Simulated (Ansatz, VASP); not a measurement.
**One calculation of ZrB, two programs**

The input INCAR:

```
ALGO = Normal
EDIFF = 1E-6
EDIFFG = -0.01
ENCUT = 600
GGA = PS
IBRION = 2
ISIF = 3
ISMEAR = -1
IVDW = 12
LASPH = T
LCHARG = F
LREAL = F
LWAVE = F
NELM = 60
NSW = 60
PREC = Accurate
SIGMA = 0.05
```

File KPOINTS:

```
k-points
0
Gamma
  10 10 10
```

The input POSCAR:

```
ZrB
1.0
    0.0000000000      2.3250000000      2.3250000000
    2.3250000000      0.0000000000      2.3250000000
    2.3250000000      2.3250000000      0.0000000000
Zr B
1 1
Direct
    0.0000000000      0.0000000000      0.0000000000
    0.5000000000      0.5000000000      0.5000000000
```

File input.yaml:

```yaml
crystal:
  lattice:
    - [0.0, 2.325, 2.325]
    - [2.325, 0.0, 2.325]
    - [2.325, 2.325, 0.0]
  atoms:
    - { symbol: Zr, position: [0.0, 0.0, 0.0] }
    - { symbol: B, position: [0.5, 0.5, 0.5] }
hamiltonian:
  xc: pbesol
  pseudopotentials: { kind: paw }
  dispersion: d3bj
kpoints:
  mp_grid: { grid: [10, 10, 10] }
scf:
  occupations: { method: fermi_dirac, width: 0.05 }
output:
  forces: true
  stress: true
  eigenvalues: true
  write_density: true
  write_potential: true
  elf: true
  volumetric_format: npy
relax:
  f_tol: 0.01
  max_steps: 40
  cell: { stress_tol: 0.05 }
```

Alike in both runs: task relaxation of cell and atoms; functional PBEsol; dispersion D3(BJ); k mesh 10 × 10 × 10; occupations fermi-dirac, width 0.05 eV; no spin polarisation.

|  | VASP | Ansatz |
| --- | --- | --- |
| version | VASP 6.6.1 | Ansatz 0.2.0 |
| potentials or method | VASP PAW PBE potentials, release 64 (Zr_sv, B) | Ansatz PAW |
| plane-wave cutoff (eV) | 600 | 420 |
| valence electrons in the cell | 15 | 15 |

Ansatz gave:

```
gap on the k mesh at the Fermi level, each at its own relaxed structure (eV) : none
relaxed volume (Å³/atom)                                                     : 13.99
relaxed cell length with the largest relative difference (Å)                 : 3.407
```

Question: Estimate VASP's values.

Answer: gap on the k mesh at the Fermi level, each at its own relaxed structure (eV): none; relaxed volume (Å³/atom): 14.01; relaxed cell length with the largest relative difference (Å): 3.409.

VASP's potentials were made for PBE, not for PBEsol. A gap of «none» marks a metal or a gap that the smearing closes.

Noted on Ansatz's run: the plane-wave basis is chosen anew once the cell has moved, so the energies of steps on either side of that aren't comparable.
